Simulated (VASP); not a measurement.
Input of a VASP 6.6.1 run:

File INCAR:

```
  PREC = Accurate
  ENCUT = 520
  EDIFF = 1E-6
  ISMEAR = 0
  SIGMA = 0.1
  LREAL = False
  LASPH = True
  NELM = 60
  ALGO = Fast
  ISIF = 2
  LWAVE = False
  LCHARG = False
  GGA = PE
  NBANDS = 33
```

The input KPOINTS:

```
regular mesh
0
Gamma
  8 8 8
```

POSCAR

```
Ca4Pt
1.0
    5.6112975533      0.0000000000      0.0000000000
    0.0000000000      5.6112975533      0.0000000000
    0.0000000000      0.0000000000      5.6112975533
Ca Pt
4 1
Direct
    0.0000000000      0.5000000000      0.5000000000
    0.5000000000      0.0000000000      0.5000000000
    0.5000000000      0.5000000000      0.0000000000
    0.0000000000      0.0000000000      0.0000000000
    0.5000000000      0.5000000000      0.5000000000
```

Potentials or basis: VASP PAW PBE potentials, release 64 (Ca_sv, Pt).

Command:

```sh
$ cat potpaw_PBE.64/Ca_sv/POTCAR potpaw_PBE.64/Pt/POTCAR > POTCAR
$ mpirun -np 1 vasp_std > vasp.out
```

Problem. Estimate the band gap on the k mesh.

Solution. Zero (bands 25 and 26 overlap by 1.18 eV).

Problem. Predict the pressure.

Solution. 1.0 GPa.

Caveat: spin-orbit coupling is left out, which moves the levels of the heavy elements.
